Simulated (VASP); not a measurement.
# Ni: single point with RPBE

Ni:

```
Ni
1.0
     2.60511    0.00000    0.00000
     0.00000    2.60511    0.00000
     0.00000    0.00000    3.68037
Ni
2
Direct
  0.00000 0.00000 0.00000
  0.50000 0.50000 0.50000
```

| Property | Result |
| --- | --- |
| Program | VASP 6.6.1 |
| Task | single point |
| Functional | RPBE |
| Potentials or basis | VASP PAW PBE potentials, release 64 (Ni) |
| Cutoff | 520 eV |
| k mesh | 20 × 20 × 15 |
| Occupations | fermi-dirac, width 0.05 eV |
| Spin | collinear spin, ferromagnetic start |
| Starting moments | [0.691, 0.691] μB |
| Dipole correction | no |
| Further INCAR settings | ALGO = Normal; EDIFF = 1e-06; NBANDS = 21 |

The pressure is -14.4 GPa. The net moment is 1.34 μB per cell and the site moments are Ni +0.70 μB. The valence electrons inside the program's atomic spheres are Ni 9.09.

Stress tensor (GPa, compression positive):
```
-14.47   0.00   0.00
  0.00 -14.47   0.00
  0.00   0.00 -14.33
```

Levels at points of the mesh, in eV from the Fermi level:
Spin up:
```csv
k point,band 9,band 10,band 11,band 12,band 13,band 14
"(0.00, 0.00, 0.00)",-0.62,-0.61,-0.61,2.41,8.06,13.61
"(0.50, 0.00, 0.00)",-1.34,-1.34,0.68,0.68,10.43,10.43
"(0.50, 0.50, 0.00)",-0.60,-0.60,2.38,2.38,8.04,8.04
```
Spin down:
| k point | band 7 | band 8 | band 9 | band 10 | band 11 | band 12 | band 13 | band 14 |
| --- | --- | --- | --- | --- | --- | --- | --- | --- |
| (0.00, 0.00, 0.00) | -0.57 | -0.56 | 0.03 | 0.35 | 0.35 | 2.30 | 8.29 | 13.57 |
| (0.50, 0.00, 0.00) | -0.94 | -0.94 | -0.44 | -0.44 | 1.28 | 1.28 | 10.57 | 10.57 |
| (0.50, 0.50, 0.00) | 0.34 | 0.34 | 0.35 | 0.35 | 2.28 | 2.28 | 8.26 | 8.26 |

Run time: 3.4 min on 1 thread of AMD EPYC 9R45 96-Core Processor (Zen 5) (shared host), peak memory 0.41 GiB.

Caveat: the cell stands under tension; the PAW data sets were made with another functional, which shifts forces and pressure a little.
